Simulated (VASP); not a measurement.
# SiC (F-43m) in VASP: a series of runs, part 2 of 2

VASP 6.6.1. Earlier steps stand in the parts before.

### 4 Single point, HSE06

The input, POSCAR:

```
SiC
1.0
    0.0000000000      2.1780523476      2.1780523476
    2.1780523476      0.0000000000      2.1780523476
    2.1780523476      2.1780523476      0.0000000000
Si C
1 1
Direct
    0.0000000000      0.0000000000      0.0000000000
    0.2500000000      0.2500000000      0.2500000000
```

The input, INCAR.step1:

```
  PREC = Accurate
  ENCUT = 520
  EDIFF = 1E-5
  ISMEAR = 0
  SIGMA = 0.01
  LREAL = F
  LASPH = T
  NELM = 80
  ALGO = Normal
  ISIF = 2
  LWAVE = T
  LCHARG = F
  GGA = PE
  NBANDS = 11
```

The input, INCAR.step2:

```
  PREC = Accurate
  ENCUT = 520
  EDIFF = 1E-7
  ISMEAR = 0
  SIGMA = 0.01
  LREAL = F
  LASPH = T
  NELM = 80
  ALGO = Normal
  ISIF = 2
  LWAVE = F
  LCHARG = F
  GGA = PE
  LHFCALC = T
  HFSCREEN = 0.2079
  PRECFOCK = Normal
  ISTART = 1
  NBANDS = 11
```

The input, KPOINTS:

```
regular mesh
0
Gamma
  6 6 6
```

Potentials or basis: VASP PAW PBE potentials, release 64 (Si, C).

On the command line:

```sh
> cat potpaw_PBE.64/Si/POTCAR potpaw_PBE.64/C/POTCAR > POTCAR
> cp INCAR.step1 INCAR
> mpirun -np 1 vasp_std > vasp.out
> cp INCAR.step2 INCAR
> mpirun -np 1 vasp_std > vasp.out
```

OUTCAR:

```text
PREC = Accurate
   ENCUT = 520
   EDIFF = 1E-7
   ISMEAR = 0
   LREAL = F
   LASPH = T
   NELM = 80
   ISIF = 2
   GGA = PE
   LHFCALC = T
   HFSCREEN = 0.2079
   PRECFOCK = Normal
   ISTART = 1

 ion  position               nearest neighbor table
   1  0.000  0.000  0.000-   2 1.89   2 1.89   2 1.89   2 1.89
   2  0.250  0.250  0.250-   1 1.89   1 1.89   1 1.89   1 1.89

  LATTYP: Found a face centered cubic cell.
 ALAT       =     4.3561046952

  Lattice vectors:

 A1 = (   0.0000000000,   2.1780523476,   2.1780523476)
 A2 = (   2.1780523476,   0.0000000000,   2.1780523476)
 A3 = (   2.1780523476,   2.1780523476,   0.0000000000)

Analysis of symmetry for initial positions (statically):
=====================================================================
 Subroutine PRICEL returns:
 Original cell was already a primitive cell.

 Routine SETGRP: Setting up the symmetry group for a
 face centered cubic supercell.

 Subroutine GETGRP returns: Found 24 space group operations
 (whereof 24 operations were pure point group operations)
 out of a pool of 48 trial point group operations.

The static configuration has the point symmetry T_d .

Analysis of symmetry for dynamics (positions and initial velocities):
=====================================================================
 Subroutine PRICEL returns:
 Original cell was already a primitive cell.

 Routine SETGRP: Setting up the symmetry group for a
 face centered cubic supercell.

 Subroutine GETGRP returns: Found 24 space group operations
 (whereof 24 operations were pure point group operations)
 out of a pool of 48 trial point group operations.

The dynamic configuration has the point symmetry T_d .

 Subroutine INISYM returns: Found 24 space group operations
[... 117 lines left out ...]
   NKREDX  =     1    reduce k-point grid by
   NKREDY  =     1    reduce k-point grid by
   NKREDZ  =     1    reduce k-point grid by
   AEXX    =    0.2500 exact exchange contribution
   HFSCREEN=    0.2079 screening length (either q_TF or 0.3 A-1)
   HFSCREENC=   0.2079 screening length for correlation (either q_TF or 0.3 A-1)
   ENCUTFOCK=  -1.0 apply spherical cutoff to Coloumb kernel
   IVDW    =     0    specifies the selected vdW correction
   LEPSILON=     F    determine dielectric tensor
   LRPA    =     F    only Hartree local field effects (RPA)
 non-spin polarized calculation
 Gauss-broadening in eV      SIGMA  =   0.01
  energy-cutoff  :      520.00
  volume of cell :       20.66
 maximum number of plane-waves:       568
  NGX = 18; NGY = 18; NGZ = 18

 number of electron       8.0000001 magnetization

 Free energy of the ion-electron system (eV)
  ---------------------------------------------------
  ext. energy  EPLUGINS =         0.00000000
  ---------------------------------------------------
  free energy    TOTEN  =       -17.41532224 eV

  energy without entropy =      -17.41532224  energy(sigma->0) =      -17.41532224

 E-fermi :   7.5678     XC(G=0):  -9.3602

 val. band max:        7.5090349534   @ k =   0.0000   0.0000   0.0000
 cond. band min:       9.7399300396   @ k =   0.5000   0.5000   0.0000
 fundamental gap:      2.2308950862
 Fermi energy:         7.5677949339

 k-point     1 :       0.0000    0.0000    0.0000
  band No.  band energies     occupation
      1      -9.4873      2.00000
      2       7.5090      2.00000
      3       7.5090      2.00000
      4       7.5090      2.00000
      5      15.0613      0.00000
      6      16.1028      0.00000
      7      16.1028      0.00000
      8      16.1028      0.00000
      9      23.5956      0.00000
     10      23.5956      0.00000
     11      25.5041      0.00000
[... 197 lines left out ...]
 k-point    16 :      -0.3333    0.5000    0.1667
  band No.  band energies     occupation
      1      -3.8911      2.00000
      2      -0.4699      2.00000
      3       2.5869      2.00000
      4       2.7746      2.00000
      5      12.5351      0.00000
      6      15.8434      0.00000
      7      19.9349      0.00000
      8      21.3825      0.00000
      9      23.6245      0.00000
     10      27.0837      0.00000
     11      30.7123      0.00000

------------------------ aborting loop because EDIFF is reached ----------------------------------------

  FORCE on cell =-STRESS in cart. coord.  units (eV):
  Direction    XX          YY          ZZ          XY          YZ          ZX
  --------------------------------------------------------------------------------------
  -------------------------------------------------------------------------------------
  Total       -0.1902320     -0.1902320     -0.1902320      0.0000000      0.0000000      0.0000000
  in kB      -14.7488828    -14.7488828    -14.7488828      0.0000000      0.0000000      0.0000000
  external PRESSURE =     -14.7488828 kB  Pullay stress =       0.0000000 kB

 VOLUME and BASIS-vectors are now :
 -----------------------------------------------------------------------------
  energy-cutoff  :      520.00
  volume of cell :       20.66
      direct lattice vectors                 reciprocal lattice vectors
     0.000000000  2.178052348  2.178052348    -0.229562894  0.229562894  0.229562894
     2.178052348  0.000000000  2.178052348     0.229562894 -0.229562894  0.229562894
     2.178052348  2.178052348  0.000000000     0.229562894  0.229562894 -0.229562894

 POSITION                                       TOTAL-FORCE (eV/Angst)
 -----------------------------------------------------------------------------------
      0.00000      0.00000      0.00000         0.000000      0.000000      0.000000
      1.08903      1.08903      1.08903        -0.000000     -0.000000     -0.000000
 -----------------------------------------------------------------------------------
    total drift:                                0.000000      0.000000      0.000000

  FREE ENERGIE OF THE ION-ELECTRON SYSTEM (eV)
  ---------------------------------------------------
  free  energy   TOTEN  =       -17.4153222355 eV

  energy  without entropy=      -17.4153222355  energy(sigma->0) =      -17.41532224
```

OSZICAR.step1:

```text
N       E                     dE             d eps       ncg     rms          rms(c)
DAV:   1     0.479386958598E+01    0.47939E+01   -0.39092E+03   355   0.608E+02
DAV:   2    -0.162938600910E+02   -0.21088E+02   -0.20175E+02   421   0.113E+02
DAV:   3    -0.169105237102E+02   -0.61666E+00   -0.61583E+00   433   0.166E+01
DAV:   4    -0.169128269787E+02   -0.23033E-02   -0.23031E-02   393   0.130E+00
DAV:   5    -0.169128374325E+02   -0.10454E-04   -0.10454E-04   427   0.785E-02    0.883E+00
DAV:   6    -0.151050759720E+02    0.18078E+01   -0.64665E+00   388   0.114E+01    0.391E+00
DAV:   7    -0.150540319371E+02    0.51044E-01   -0.39271E-01   427   0.357E+00    0.179E+00
DAV:   8    -0.150462953143E+02    0.77366E-02   -0.20645E-02   391   0.956E-01    0.166E-01
DAV:   9    -0.150464064737E+02   -0.11116E-03   -0.16001E-03   423   0.229E-01    0.113E-01
DAV:  10    -0.150465195402E+02   -0.11307E-03   -0.23961E-04   400   0.939E-02    0.254E-02
DAV:  11    -0.150465215195E+02   -0.19793E-05   -0.41286E-05   409   0.332E-02
   1 F= -.15046522E+02 E0= -.15046522E+02  d E =-.297763E-16
```

Wall time 14 min (1 thread of Intel Xeon 8259CL, shared host); peak memory 0.24 GiB.

What came out:

```
Free energy            : -17.4153 eV
Pressure               : -1.5 GPa
Band gap on the k mesh : 2.23 eV (least direct gap 5.73 eV)
```

Levels at points of the mesh, in eV from the valence-band top:
| k point | band 1 | band 2 | band 3 | band 4 | band 5 | band 6 | band 7 | band 8 | band 9 |
| --- | --- | --- | --- | --- | --- | --- | --- | --- | --- |
| (0.00, 0.00, 0.00) | -17.00 | 0.00 | 0.00 | 0.00 | 7.55 | 8.59 | 8.59 | 8.59 | 16.09 |
| (0.50, 0.00, 0.00) | -13.14 | -9.36 | -1.16 | -1.16 | 6.65 | 8.48 | 8.48 | 11.56 | 17.91 |
| (0.50, 0.50, 0.00) | -11.58 | -8.54 | -3.50 | -3.50 | 2.23 | 5.38 | 15.95 | 15.95 | 16.76 |

Caveat: the PAW data sets were made with another functional, which shifts forces and pressure a little.

### 5 The runs side by side

| level | k mesh | grid for exact exchange (PRECFOCK) | share of exact exchange | screening parameter | gap on the mesh (eV) | pressure (GPa) |
| --- | --- | --- | --- | --- | --- | --- |
| r2SCAN | 10 × 10 × 10 | - | - | - | 1.72 | -0.1 |
| r2SCAN | 12 × 12 × 12 | - | - | - | 1.72 | -0.1 |
| HSE06 | 6 × 6 × 6 | Normal | 0.25 | 0.2079 1/Å | 2.23 | -1.5 |

Alike in all rows: task single point; potentials or basis VASP PAW PBE potentials, release 64 (Si, C); no spin polarisation; cell as given; cutoff (eV) 520; smearing gaussian 0.01 eV.

On the cell as given the gap runs from 1.72 eV (r2SCAN) to 2.23 eV (HSE06); the meshes differ, which moves gaps too. The pressure there spans -1.5 GPa (HSE06) to -0.1 GPa (r2SCAN); a positive pressure means that this level wants a larger cell, a negative one a smaller.

Caveats: the PAW data sets were made with another functional, which shifts forces and pressure a little.

Absolute energies hang on the potentials; compare differences alone.
